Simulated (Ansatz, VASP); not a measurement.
## Two plane-wave programs on C

The input INCAR:

```
PREC = Accurate
ENCUT = 520
EDIFF = 1E-6
ISMEAR = 0
SIGMA = 0.04
LREAL = F
LASPH = T
NELM = 120
ALGO = Normal
ISIF = 2
LWAVE = F
LCHARG = T
LDIPOL = T
IDIPOL = 3
DIPOL = 0.5 0.5 0.660
GGA = PS
IVDW = 12
LELF = T
LVHAR = T
LVACPOTAV = T
NBANDS = 11
GGA_COMPAT = F
NELMDL = -8
```

Contents of KPOINTS:

```
Automatic mesh
0
Gamma
  15 15 1
```

Contents of POSCAR:

```
C
1.0
    2.4255171682      0.0000000285      0.0000000000
   -1.2127586088      2.1005594707      0.0000000000
    0.0000000000      0.0000000000     20.8608421860
C
2
Direct
    1.0000000000      0.0000000000      0.6601506763
    0.3333333333      0.6666666667      0.6600090365
```

Input for Ansatz:

```yaml
crystal:
  lattice:
    - [2.4255171682, 2.85e-08, 0.0]
    - [-1.2127586088, 2.1005594707, 0.0]
    - [0.0, 0.0, 20.860842186]
  atoms:
    - { symbol: C, position: [1.0, 0.0, 0.6601506763] }
    - { symbol: C, position: [0.3333333333, 0.6666666667, 0.6600090365] }
basis:
  ecutwfc: 420
kpoints:
  mp_grid: { grid: [15, 15, 1] }
hamiltonian:
  xc: pbesol
  dispersion: d3bj
  pseudopotentials: { kind: paw, azcp: { folder: soft_1 } }
scf:
  occupations: { method: gaussian, width: 0.04 }
  n_extra_bands: 6
  max_iter: 160
output:
  forces: true
  eigenvalues: true
efield:
  axis: 3
  dipole_correction: true
```

Alike in both runs: task single point; functional PBEsol; dispersion D3(BJ); k mesh 15 × 15 × 1; occupations gaussian, width 0.04 eV; no spin polarisation.

|  | VASP | Ansatz |
| --- | --- | --- |
| version | VASP 6.6.1 | Ansatz 0.2.0 |
| potentials or method | VASP PAW PBE potentials, release 64 (C), cutoff 520 eV | scalar-relativistic, plane waves, PAW |
| valence electrons in the cell | 8 | 8 |

```csv
,VASP,Ansatz,Ansatz less VASP
gap on the k mesh at the Fermi level (eV),none,none,-
rms of the force components (eV/Å),0.029,0.029,+0.0002
```

VASP's potentials were made for PBE, not for PBEsol, and Ansatz warns of the same on its side. Atom by atom the forces differ by 0.000 eV/Å (rms over components). A gap of «none» marks a metal or a gap that the smearing closes.
